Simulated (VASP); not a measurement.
AlC: single point with PBE

The system is AlC.

```
Al C
1.0
    -1.62533    2.23991    2.75876
     1.62533   -2.23991    2.75876
     1.62533    2.23991   -2.75876
Al C
2 2
Direct
  0.76320 0.26320 0.50000
  0.23680 0.73680 0.50000
  0.18426 0.00000 0.18426
  0.81574 0.00000 0.81574
```

```
Program             : VASP 6.6.1
Task                : single point
Functional          : PBE
Potentials or basis : VASP PAW PBE potentials, release 64 (Al, C)
Cutoff              : 600 eV
k mesh              : 7 × 7 × 7
Occupations         : gaussian, width 0.2 eV
Spin                : no spin polarisation
```

```
Pressure               : -0.7 GPa
Largest force          : 0.034 eV/Å
Band gap on the k mesh : zero (band 7 reaches 10.60 eV, above the bottom of band 8 at 10.02 eV)
```

Forces on the atoms (eV/Å):
```
Al   0.000  0.000 -0.015
Al   0.000  0.000  0.015
C    0.000 -0.034  0.000
C    0.000  0.034  0.000
```

Stress tensor (GPa, compression positive):
```
-0.93  0.00  0.00
 0.00 -0.57  0.00
 0.00  0.00 -0.51
```

Levels at points of the mesh, in eV from the Fermi level:
```tsv
k point	band 4	band 5	band 6	band 7	band 8	band 9	band 10	band 11
(0.00, 0.00, 0.00)	-5.42	-4.96	-4.21	-0.59	0.43	1.56	3.47	3.57
```

It took 17 s on 1 thread of Intel(R) Xeon(R) 6975P-C (Granite Rapids), on a shared host, peak memory 0.19 GiB.
